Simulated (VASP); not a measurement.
# Cu (P6_3/mmc) in VASP: further runs

Aim: see how the results for Cu move with the level of theory and the settings. Levels: PBEsol, LDA. Tasks: single point.

Program: VASP 6.6.1. These are calculated values, not measurements. Logs are shortened: lines on timing, memory, paths and dates and some standing lists are left out, and cuts for length are marked.

### Step 1. The cell of the first run

The structure is hexagonal, space group P6_3/mmc (No. 194). The conventional cell has a = 2.513 Å, b = 2.513 Å, c = 8.258 Å, α = 90.00°, β = 90.00°, γ = 120.00°. Within 3.3 Å of Cu (site symmetry -3m) lie 12 Cu at 2.51 to 2.52 Å. Within 3.3 Å of Cu (site symmetry -6m2) lie 12 Cu at 2.51 to 2.52 Å.

This isn't the form of Cu at room conditions, which is fcc.

### Step 2. Single point, PBEsol

INCAR reads:

```
ALGO = Normal ; EDIFF = 1E-6
ENCUT = 820 ; GGA = PS
GGA_COMPAT = False ; ISIF = 2
ISMEAR = 1 ; LASPH = True
LCHARG = True ; LELF = True
LREAL = False ; LVHAR = True
LWAVE = False ; NBANDS = 46
NELM = 120 ; PREC = Accurate
SIGMA = 0.1
```

KPOINTS reads:

```
k-points
0
Gamma
  11 11 3
```

POSCAR reads:

```
Cu
1.0
    2.5128487563      0.0000000000      0.0000000000
   -1.2564243782      2.1761908589      0.0000000000
    0.0000000000      0.0000000000      8.2583493949
Cu
4
Direct
    0.0000000000      0.0000000000      0.0000000000
    0.3333333333      0.6666666667      0.2500000000
    0.0000000000      0.0000000000      0.5000000000
    0.6666666667      0.3333333333      0.7500000000
```

Potentials or basis: VASP PAW PBE potentials, release 64 (Cu_sv_GW).

The run is started by

```console
> cat potpaw_PBE.64/Cu_sv_GW/POTCAR > POTCAR
> mpirun -np 1 vasp_std > vasp.out
```

OUTCAR:

```text
EDIFF = 1E-6
   ENCUT = 820
   GGA = PS
   ISIF = 2
   ISMEAR = 1
   LASPH = True
   LREAL = False
   NELM = 120
   PREC = Accurate

 ion  position               nearest neighbor table
   1  0.000  0.000  0.000-   2 2.52   4 2.52   4 2.52   2 2.52   4 2.52   2 2.52
   2  0.333  0.667  0.250-   1 2.52   3 2.52   1 2.52   3 2.52   1 2.52   3 2.52
   3  0.000  0.000  0.500-   2 2.52   4 2.52   4 2.52   2 2.52   4 2.52   2 2.52
   4  0.667  0.333  0.750-   1 2.52   3 2.52   1 2.52   3 2.52   1 2.52   3 2.52

  LATTYP: Found a hexagonal cell.
 ALAT       =     2.5128487563
 C/A-ratio  =     3.2864490448

  Lattice vectors:

 A1 = (   2.5128487563,   0.0000000000,   0.0000000000)
 A2 = (  -1.2564243782,   2.1761908589,   0.0000000000)
 A3 = (   0.0000000000,   0.0000000000,   8.2583493949)

Analysis of symmetry for initial positions (statically):
=====================================================================
 Subroutine PRICEL returns:
 Original cell was already a primitive cell.

 Routine SETGRP: Setting up the symmetry group for a
 hexagonal supercell.

 Subroutine GETGRP returns: Found 24 space group operations
 (whereof 12 operations were pure point group operations)
 out of a pool of 24 trial point group operations.

The static configuration has the point symmetry D_3d.
 The point group associated with its full space group is D_6h.

Analysis of symmetry for dynamics (positions and initial velocities):
=====================================================================
 Subroutine PRICEL returns:
 Original cell was already a primitive cell.

 Routine SETGRP: Setting up the symmetry group for a
 hexagonal supercell.

 Subroutine GETGRP returns: Found 24 space group operations
 (whereof 12 operations were pure point group operations)
 out of a pool of 24 trial point group operations.

The dynamic configuration has the point symmetry D_3d.
 The point group associated with its full space group is D_6h.

 Subroutine INISYM returns: Found 24 space group operations
 (whereof 12 operations are pure point group operations),
 and found     1 'primitive' translations

----------------------------------------------------------------------------------------

[... 86 lines left out ...]
 SYSTEM =  unknown system
   PREC   = accura    normal or accurate (medium, high low for compatibility)
   ISTART =      0    job   : 0-new  1-cont  2-samecut
   ICHARG =      2    charge: 1-file 2-atom 10-const
   ISPIN  =      1    spin polarized calculation?
   LNONCOLLINEAR =      F non collinear calculations
   LSORBIT =      F    spin-orbit coupling
   LASPH  =      T    aspherical Exc in radial PAW
   ENCUT  =  820.0 eV  60.27 Ry    7.76 a.u.   5.87  5.87 19.28*2*pi/ulx,y,z
   NELM   =    120;   NELMIN=  2; NELMDL= -5     # of ELM steps
   EDIFF  = 0.1E-05   stopping-criterion for ELM
   LREAL  =      F    real-space projection
[... 7 lines left out ...]
   TEBEG  =    0.0;   TEEND  =   0.0 temperature during run
   PSTRESS=    0.0 pullay stress
   NELECT =      76.0000    total number of electrons
   NUPDOWN=      -1.0000    fix difference up-down
   EMIN   =  10.00;   EMAX   =-10.00  energy-range for DOS
   EFERMI =   0.00;   METHOD = LEGACY
   ISMEAR =     1;   SIGMA  =   0.10  broadening in eV -4-tet -1-fermi 0-gaus
   EFERMI_NEDOS =   21; number of points for ismear=-14 and -15
   IALGO  =     38    algorithm
   IMIX   =      4    mixing-type and parameters
     AMIX     =   0.40;   BMIX     =  1.00
     AMIX_MAG =   1.60;   BMIX_MAG =  1.00
  volume/ion in A,a.u.               =      11.29        76.19
  Fermi-wavevector in a.u.,A,eV,Ry     =   1.947274  3.679815 51.591630  3.791878
  Thomas-Fermi vector in A             =   2.975552
   LORBIT       =      0    0 simple, 1 ext, 2 COOP (PROOUT), +10 PAW based schemes
   GGA     = PS    functional components
   LHFCALC =     F    Hartree Fock is set to
   AEXX    =    0.0000 exact exchange contribution
   IVDW    =     0    specifies the selected vdW correction
   LEPSILON=     F    determine dielectric tensor
   LRPA    =     F    only Hartree local field effects (RPA)
 non-spin polarized calculation
 Methfessel and Paxton  Order N= 1 SIGMA  =   0.10
  energy-cutoff  :      820.00
  volume of cell :       45.16
 maximum number of plane-waves:      2430
 NGX is ok and might be reduce to    24
   NGX = 11   NGY = 11   NGZ = 39

 number of electron      76.0000009 magnetization

 Free energy of the ion-electron system (eV)
  ---------------------------------------------------
  ext. energy  EPLUGINS =         0.00000000
  ---------------------------------------------------
  free energy    TOTEN  =       -17.53421620 eV

  energy without entropy =      -17.53489481  energy(sigma->0) =      -17.53444241

 E-fermi :   8.0380     XC(G=0): -13.8453

 val. band max:        8.0337143885   @ k =   0.2727   0.1818   0.0000
 cond. band min:       8.0955675551   @ k =   0.2727   0.1818   0.0000
 fundamental gap:      0.0618531666
 Fermi energy:         8.0379752442

 k-point     1 :       0.0000    0.0000    0.0000
  band No.  band energies     occupation
      1    -104.4205      2.00000
      2    -104.4150      2.00000
      3    -104.4079      2.00000
      4    -104.4024      2.00000
      5     -61.9959      2.00000
      6     -61.9345      2.00000
[... 1165 lines left out ...]
     45      22.5474      0.00000
     46      23.3198      0.00000

 [... further k-points ...]

------------------------ aborting loop because EDIFF is reached ----------------------------------------

  FORCE on cell =-STRESS in cart. coord.  units (eV):
  Direction    XX          YY          ZZ          XY          YZ          ZX
  --------------------------------------------------------------------------------------
  -------------------------------------------------------------------------------------
  Total       -0.4011836     -0.4011836     -0.4087950      0.0000000     -0.0000000     -0.0000000
  in kB      -14.2330246    -14.2330246    -14.5030574      0.0000000     -0.0000000     -0.0000000
  external PRESSURE =     -14.3230356 kB  Pullay stress =       0.0000000 kB

 VOLUME and BASIS-vectors are now :
 -----------------------------------------------------------------------------
  energy-cutoff  :      820.00
  volume of cell :       45.16
      direct lattice vectors                 reciprocal lattice vectors
     2.512848756  0.000000000  0.000000000     0.397954711  0.229759259  0.000000000
    -1.256424378  2.176190859  0.000000000     0.000000000  0.459518519  0.000000000
     0.000000000  0.000000000  8.258349395     0.000000000  0.000000000  0.121089573

 POSITION                                       TOTAL-FORCE (eV/Angst)
 -----------------------------------------------------------------------------------
      0.00000      0.00000      0.00000         0.000000      0.000000     -0.000000
     -0.00000      1.45079      2.06459        -0.000000     -0.000000      0.000000
      0.00000      0.00000      4.12917         0.000000      0.000000     -0.000000
      1.25642      0.72540      6.19376        -0.000000      0.000000     -0.000000
 -----------------------------------------------------------------------------------
    total drift:                               -0.000000      0.000000     -0.000000

  FREE ENERGIE OF THE ION-ELECTRON SYSTEM (eV)
  ---------------------------------------------------
  free  energy   TOTEN  =       -17.5342162029 eV

  energy  without entropy=      -17.5348948133  energy(sigma->0) =      -17.53444241
```

It took 90 s on 1 thread of Intel Xeon 6975P-C (Granite Rapids), shared host; peak memory 0.27 GiB.

Results:

- Free energy: -17.5342 eV
- Pressure: -1.4 GPa
- Band gap on the k mesh: zero (bands 38 and 39 overlap by 4.46 eV)

Caveat: the PAW data sets were made with another functional, which shifts forces and pressure a little.

### Step 3. Single point, LDA

This run uses another cell than the first one, of 10.87 Å³/atom.

INCAR reads:

```
PREC     = Accurate       # precision mode
ENCUT    = 820            # plane-wave cutoff, eV
EDIFF    = 1E-6           # SCF threshold, eV
ISMEAR   = 1              # smearing method
SIGMA    = 0.1            # smearing width, eV
LREAL    = False          # projectors in reciprocal space
LASPH    = True           # aspherical terms in the spheres
NELM     = 120            # most SCF steps
ALGO     = Normal         # electronic algorithm
ISIF     = 2              # what is computed and relaxed
LWAVE    = False          # write WAVECAR
LCHARG   = True           # write CHGCAR
LELF     = True           # ELF
LVHAR    = True         
NBANDS   = 46             # bands
GGA_COMPAT= False
```

KPOINTS reads:

```
Automatic mesh
0
Gamma
  11 11 3
```

POSCAR reads:

```
Cu
1.0
    2.4810645094      0.0000000000      0.0000000000
   -1.2405322547      2.1486648936      0.0000000000
    0.0000000000      0.0000000000      8.1545039238
Cu
4
Direct
    0.0000000000      0.0000000000      0.0000000000
    0.3333333333      0.6666666667      0.2500000000
    0.0000000000      0.0000000000      0.5000000000
    0.6666666667      0.3333333333      0.7500000000
```

Potentials or basis: VASP PAW LDA potentials, release 64 (Cu_sv_GW).

The run is started by

```console
> cat potpaw_LDA.64/Cu_sv_GW/POTCAR > POTCAR
> mpirun -np 1 vasp_std > vasp.out
```

OUTCAR:

```text
PREC = Accurate
   ENCUT = 820
   EDIFF = 1E-6
   ISMEAR = 1
   LREAL = False
   LASPH = True
   NELM = 120
   ISIF = 2

 ion  position               nearest neighbor table
   1  0.000  0.000  0.000-   2 2.49   4 2.49   4 2.49   2 2.49   4 2.49   2 2.49
   2  0.333  0.667  0.250-   1 2.49   3 2.49   1 2.49   3 2.49   1 2.49   3 2.49
   3  0.000  0.000  0.500-   2 2.49   4 2.49   4 2.49   2 2.49   4 2.49   2 2.49
   4  0.667  0.333  0.750-   1 2.49   3 2.49   1 2.49   3 2.49   1 2.49   3 2.49

  LATTYP: Found a hexagonal cell.
 ALAT       =     2.4810645094
 C/A-ratio  =     3.2866956473

  Lattice vectors:

 A1 = (   2.4810645094,   0.0000000000,   0.0000000000)
 A2 = (  -1.2405322547,   2.1486648936,   0.0000000000)
 A3 = (   0.0000000000,   0.0000000000,   8.1545039238)

Analysis of symmetry for initial positions (statically):
=====================================================================
 Subroutine PRICEL returns:
 Original cell was already a primitive cell.

 Routine SETGRP: Setting up the symmetry group for a
 hexagonal supercell.

 Subroutine GETGRP returns: Found 24 space group operations
 (whereof 12 operations were pure point group operations)
 out of a pool of 24 trial point group operations.

The static configuration has the point symmetry D_3d.
 The point group associated with its full space group is D_6h.

Analysis of symmetry for dynamics (positions and initial velocities):
=====================================================================
 Subroutine PRICEL returns:
 Original cell was already a primitive cell.

 Routine SETGRP: Setting up the symmetry group for a
 hexagonal supercell.

 Subroutine GETGRP returns: Found 24 space group operations
 (whereof 12 operations were pure point group operations)
 out of a pool of 24 trial point group operations.

The dynamic configuration has the point symmetry D_3d.
 The point group associated with its full space group is D_6h.

 Subroutine INISYM returns: Found 24 space group operations
 (whereof 12 operations are pure point group operations),
 and found     1 'primitive' translations

----------------------------------------------------------------------------------------

                                     Primitive cell

  volume of cell :      43.4715

  direct lattice vectors                    reciprocal lattice vectors
     2.481064509  0.000000000  0.000000000     0.403052801  0.232702643  0.000000000
    -1.240532255  2.148664894  0.000000000     0.000000000  0.465405286  0.000000000
     0.000000000  0.000000000  8.154503924     0.000000000  0.000000000  0.122631617

  length of vectors
     2.481064509  2.481064509  8.154503924     0.465405286  0.465405286  0.122631617

  position of ions in fractional coordinates (direct lattice)
     0.000000000  0.000000000  0.000000000
     0.333333333  0.666666667  0.250000000
     0.000000000  0.000000000  0.500000000
     0.666666667  0.333333333  0.750000000

  ion indices of the primitive-cell ions
   primitive index   ion index
                 1           1
                 2           2
                 3           3
                 4           4

----------------------------------------------------------------------------------------

 KPOINTS: Automatic mesh

Automatic generation of k-mesh.
 Grid dimensions read from file:
 generate k-points for:   11   11    3

 Generating k-lattice:

  Cartesian coordinates                     Fractional coordinates (reciprocal lattice)
     0.036641164  0.021154786  0.000000000     0.090909091  0.000000000  0.000000000
     0.000000000  0.042309571  0.000000000     0.000000000  0.090909091  0.000000000
     0.000000000  0.000000000  0.040877206     0.000000000  0.000000000  0.333333333

  Length of vectors
     0.042309571  0.042309571  0.040877206

  Shift w.r.t. Gamma in fractional coordinates (k-lattice)
     0.000000000  0.000000000  0.000000000

 Subroutine IBZKPT returns following result:
 ===========================================

 Found     32 irreducible k-points:

 Following reciprocal coordinates:
            Coordinates               Weight
  0.000000  0.000000  0.000000      1.000000
  0.090909  0.000000  0.000000      6.000000
  0.181818  0.000000  0.000000      6.000000
  0.272727  0.000000  0.000000      6.000000
  0.363636  0.000000  0.000000      6.000000
  0.454545  0.000000  0.000000      6.000000
[... 16 lines left out ...]
  0.090909  0.090909  0.333333     12.000000
  0.181818  0.090909  0.333333     24.000000
 [... further k-points ...]
   k-points           NKPTS =     32   k-points in BZ     NKDIM =     32   number of bands    NBANDS=     46
   number of dos      NEDOS =    301   number of ions     NIONS =      4
   total plane-waves  NPLWV =  46080
   dimension x,y,z NGX =    24 NGY =   24 NGZ =   80
   dimension x,y,z NGXF=    48 NGYF=   48 NGZF=  160
   ions per type =               4
   NGX,Y,Z   is equivalent  to a cutoff of  16.08, 16.08, 16.31 a.u.
   NGXF,Y,Z  is equivalent  to a cutoff of  32.16, 32.16, 32.62 a.u.
 SYSTEM =  unknown system
   PREC   = accura    normal or accurate (medium, high low for compatibility)
   ISTART =      0    job   : 0-new  1-cont  2-samecut
   ICHARG =      2    charge: 1-file 2-atom 10-const
   ISPIN  =      1    spin polarized calculation?
   LNONCOLLINEAR =      F non collinear calculations
   LSORBIT =      F    spin-orbit coupling
   LASPH  =      T    aspherical Exc in radial PAW
   ENCUT  =  820.0 eV  60.27 Ry    7.76 a.u.   5.79  5.79 19.04*2*pi/ulx,y,z
   NELM   =    120;   NELMIN=  2; NELMDL= -5     # of ELM steps
   EDIFF  = 0.1E-05   stopping-criterion for ELM
   LREAL  =      F    real-space projection
[... 7 lines left out ...]
   TEBEG  =    0.0;   TEEND  =   0.0 temperature during run
   PSTRESS=    0.0 pullay stress
   NELECT =      76.0000    total number of electrons
   NUPDOWN=      -1.0000    fix difference up-down
   EMIN   =  10.00;   EMAX   =-10.00  energy-range for DOS
   EFERMI =   0.00;   METHOD = LEGACY
   ISMEAR =     1;   SIGMA  =   0.10  broadening in eV -4-tet -1-fermi 0-gaus
   EFERMI_NEDOS =   21; number of points for ismear=-14 and -15
   IALGO  =     38    algorithm
   IMIX   =      4    mixing-type and parameters
     AMIX     =   0.40;   BMIX     =  1.00
     AMIX_MAG =   1.60;   BMIX_MAG =  1.00
  volume/ion in A,a.u.               =      10.87        73.34
  Fermi-wavevector in a.u.,A,eV,Ry     =   1.972171  3.726863 52.919302  3.889459
  Thomas-Fermi vector in A             =   2.994513
   LORBIT       =      0    0 simple, 1 ext, 2 COOP (PROOUT), +10 PAW based schemes
   GGA     = CA    functional components
   LHFCALC =     F    Hartree Fock is set to
   AEXX    =    0.0000 exact exchange contribution
   IVDW    =     0    specifies the selected vdW correction
   LEPSILON=     F    determine dielectric tensor
   LRPA    =     F    only Hartree local field effects (RPA)
 non-spin polarized calculation
 Methfessel and Paxton  Order N= 1 SIGMA  =   0.10
  energy-cutoff  :      820.00
  volume of cell :       43.47
 maximum number of plane-waves:      2333
 NGX is ok and might be reduce to    24
   NGX = 11   NGY = 11   NGZ = 39

 number of electron      76.0000003 magnetization

 Free energy of the ion-electron system (eV)
  ---------------------------------------------------
  ext. energy  EPLUGINS =         0.00000000
  ---------------------------------------------------
  free energy    TOTEN  =       -19.42815372 eV

  energy without entropy =      -19.42909175  energy(sigma->0) =      -19.42846640

 E-fermi :   8.3473     XC(G=0): -14.3730

 val. band max:        8.3451835814   @ k =   0.2727   0.1818   0.0000
 cond. band min:       8.4110626482   @ k =   0.2727   0.1818   0.0000
 fundamental gap:      0.0658790668
 Fermi energy:         8.3472673226

 k-point     1 :       0.0000    0.0000    0.0000
  band No.  band energies     occupation
      1    -103.4660      2.00000
      2    -103.4586      2.00000
      3    -103.4519      2.00000
      4    -103.4439      2.00000
      5     -61.4879      2.00000
      6     -61.4154      2.00000
[... 38 lines left out ...]
     45      31.1358      0.00000
     46      31.4795      0.00000
[... 1086 lines left out ...]
      6     -61.4491      2.00000
[... 38 lines left out ...]
     45      23.2958      0.00000
     46      24.2891      0.00000

 [... further k-points ...]

------------------------ aborting loop because EDIFF is reached ----------------------------------------

  FORCE on cell =-STRESS in cart. coord.  units (eV):
  Direction    XX          YY          ZZ          XY          YZ          ZX
  --------------------------------------------------------------------------------------
  -------------------------------------------------------------------------------------
  Total       -0.2608133     -0.2608133     -0.2639182     -0.0000000     -0.0000000      0.0000000
  in kB       -9.6124922     -9.6124922     -9.7269281     -0.0000000     -0.0000000      0.0000000
  external PRESSURE =      -9.6506375 kB  Pullay stress =       0.0000000 kB

 VOLUME and BASIS-vectors are now :
 -----------------------------------------------------------------------------
  energy-cutoff  :      820.00
  volume of cell :       43.47
      direct lattice vectors                 reciprocal lattice vectors
     2.481064509  0.000000000  0.000000000     0.403052801  0.232702643  0.000000000
    -1.240532255  2.148664894  0.000000000     0.000000000  0.465405286  0.000000000
     0.000000000  0.000000000  8.154503924     0.000000000  0.000000000  0.122631617

 POSITION                                       TOTAL-FORCE (eV/Angst)
 -----------------------------------------------------------------------------------
      0.00000      0.00000      0.00000        -0.000000      0.000000     -0.000000
     -0.00000      1.43244      2.03863        -0.000000     -0.000000      0.000000
      0.00000      0.00000      4.07725        -0.000000      0.000000     -0.000000
      1.24053      0.71622      6.11588         0.000000      0.000000     -0.000000
 -----------------------------------------------------------------------------------
    total drift:                               -0.000000      0.000000     -0.000000

  FREE ENERGIE OF THE ION-ELECTRON SYSTEM (eV)
  ---------------------------------------------------
  free  energy   TOTEN  =       -19.4281537235 eV

  energy  without entropy=      -19.4290917486  energy(sigma->0) =      -19.42846640
```

Run time: 2.2 min. Hardware: 1 thread of Intel Xeon Platinum 8375C at 2.90GHz (Ice Lake), shared host; peak memory 0.23 GiB.

What came out:

```
Free energy            : -19.4282 eV
Pressure               : -1.0 GPa
Band gap on the k mesh : zero (bands 38 and 39 overlap by 4.66 eV)
```

Levels at points of the mesh, in eV from the Fermi level:
```
           k point  band 34  band 35  band 36  band 37  band 38  band 39  band 40  band 41  band 42  band 43
(0.00, 0.00, 0.00)    -2.35    -2.35    -2.17    -2.17    -1.85    -1.85    -1.42     3.97    12.87    12.87
```

The gap in the log of VASP goes by the Fermi energy; the results here count the filled bands.